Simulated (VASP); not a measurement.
Hf, 1 atom in the cell. It takes space group Im-3m (No. 229, cubic). The conventional cell has a = 3.589 Å, b = 3.589 Å, c = 3.589 Å, α = 90.00°, β = 90.00°, γ = 90.00°. Hf (site symmetry m-3m) has 14 Hf at 3.11 to 3.59 Å within 4.1 Å.  This cell differs from its parent crystal: volume scaled by 1.04.

| Quantity | Value |
| --- | --- |
| Program | VASP 6.6.1 |
| Task | single point |
| Functional | r2SCAN |
| Potentials or basis | VASP PAW PBE potentials, release 64 (Hf_pv) |
| Cutoff | 520 eV |
| k mesh | 14 × 14 × 14 |
| Occupations | fermi-dirac, width 0.1 eV |
| Spin | no spin polarisation |
| Dipole correction | no |
| Further INCAR settings | ALGO = Normal; EDIFF = 1e-06; NBANDS = 11 |

Potentials or basis: VASP PAW PBE potentials, release 64 (Hf_pv).

Run with:

```console
$ cat potpaw_PBE.64/Hf_pv/POTCAR > POTCAR
$ cp INCAR.step1 INCAR
$ mpirun -np 1 vasp_std > vasp.out
$ cp INCAR.step2 INCAR
$ mpirun -np 1 vasp_std > vasp.out
```

Hardware: 1 thread of AMD EPYC 7R13, with other jobs on the host.

**Question.** Estimate the wall time of this run.

**Answer.** Wall time 4 min on 1 thread of AMD EPYC 7R13, with other jobs on the host, peak memory 0.13 GiB. Counts: k points 104.
